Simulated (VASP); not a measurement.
A run of VASP 6.6.1 is set up as follows.

Contents of INCAR:

```
SYSTEM = Al
  ALGO = Fast
  EDIFF = 1E-7
  ENCUT = 520
  GGA = PE
  ISIF = 2
  ISMEAR = 0
  LASPH = .TRUE.
  LCHARG = .TRUE.
  LELF = .TRUE.
  LREAL = .FALSE.
  LVHAR = .TRUE.
  LWAVE = .FALSE.
  NBANDS = 8
  NELM = 80
  PREC = Accurate
  SIGMA = 0.15
```

Contents of KPOINTS:

```
k-points
0
G
  20 20 20
  0 0 0
```

The input POSCAR:

```
Al
1.0
    0.0000000000      2.1049392000      2.1049392000
    2.1049392000      0.0000000000      2.1049392000
    2.1049392000      2.1049392000      0.0000000000
Al
1
Direct
    0.0000000000      0.0000000000      0.0000000000
```

Potentials or basis: VASP PAW PBE potentials, release 64 (Al).

Run with:

```sh
$ cat potpaw_PBE.64/Al/POTCAR > POTCAR
$ mpirun -np 1 vasp_std > vasp.out
```

Estimate the pressure.

-7.1 GPa.

What does it give for the band gap on the k mesh?

Zero (an odd number of electrons rules out a gap without spin polarisation).

Caveat: the cell differs from its parent crystal (strain +0.040 along x and y, +0.040 along z); the cell stands under tension.
